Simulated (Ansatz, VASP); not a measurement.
**Two plane-wave programs on GaP**

The input INCAR:

```
SYSTEM = GaP
ALGO = Normal
EDIFF = 1E-6
ENCUT = 500
GGA = CA
GGA_COMPAT = .False.
ISIF = 2
ISMEAR = 0
LASPH = .True.
LCHARG = .False.
LREAL = .False.
LWAVE = .False.
NBANDS = 16
NELM = 120
PREC = Accurate
SIGMA = 0.01
```

The input KPOINTS:

```
k-points
0
Gamma
  10 10 10
  0 0 0
```

Contents of POSCAR:

```
GaP
1.0
    3.8540860000      0.0000000000      0.0000000000
    1.9270430000      3.3377363844      0.0000000000
    1.9270430000      1.1125787948      3.1468480416
Ga P
1 1
Direct
    0.0000000000      0.0000000000      0.0000000000
    0.2500000000      0.2500000000      0.2500000000
```

Input for Ansatz:

```yaml
crystal:
  lattice:
    a: 3.854086
    b: 3.854086
    c: 3.854086
    alpha: 60.0
    beta: 60.0
    gamma: 60.0
  atoms:
    - { symbol: Ga, position: [0.0, 0.0, 0.0] }
    - { symbol: P, position: [0.25, 0.25, 0.25] }
basis:
  ecutwfc: 420.0
kpoints:
  mp_grid:
    grid: [10, 10, 10]
hamiltonian:
  xc: lda
  pseudopotentials:
    kind: paw
scf:
  occupations:
    method: fixed
output:
  forces: true
  stress: true
```

Alike in both runs: task single point; functional LDA; k mesh 10 × 10 × 10; no spin polarisation.

|  | VASP | Ansatz |
| --- | --- | --- |
| version | VASP 6.6.1 | Ansatz 0.2.0 |
| potentials or method | VASP PAW LDA potentials, release 64 (Ga_d, P), cutoff 500 eV | plane waves, PAW |
| occupations | gaussian, width 0.01 eV | fixed |
| valence electrons in the cell | 18 | 18 |

|  | VASP | Ansatz | Ansatz less VASP |
| --- | --- | --- | --- |
| pressure (GPa) | -2.7 | -2.7 | -0.07 |

LDA's correlation is that of Perdew and Zunger in VASP and of Perdew and Wang (1992) in Ansatz.
